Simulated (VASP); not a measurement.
A run of VASP 6.6.1 is set up as follows.

Contents of INCAR:

```
SYSTEM = Ta
ALGO = Normal
EDIFF = 1E-6
ENCUT = 520
GGA = PS
ISIF = 2
ISMEAR = 1
LASPH = .True.
LCHARG = .False.
LREAL = .False.
LWAVE = .False.
NBANDS = 30
NELM = 80
PREC = Accurate
SIGMA = 0.05
```

File KPOINTS:

```
k-points
0
Gamma
  2 2 11
  0 0 0
```

Contents of POSCAR:

```
Ta
1.0
   22.7091107600      0.0000000000      0.0000000000
    0.0000000000     22.7091107600      0.0000000000
    0.0000000000      0.0000000000      2.3772801000
Ta
4
Direct
    0.3186285300      0.8186285300      0.0000000000
    0.6813714700      0.1813714700      0.0000000000
    0.1813714700      0.3186285300      0.0000000000
    0.8186285300      0.6813714700      0.0000000000
```

Potentials or basis: VASP PAW PBE potentials, release 64 (Ta_pv).

Run with:

```bash
$ cat potpaw_PBE.64/Ta_pv/POTCAR > POTCAR
$ mpirun -np 1 vasp_std > vasp.out
```

Question: What does it give for the band gap on the k mesh?

Answer: Zero (bands 22 and 23 overlap by 2.40 eV).

Caveat: spin-orbit coupling is left out, which moves the levels of the heavy elements.
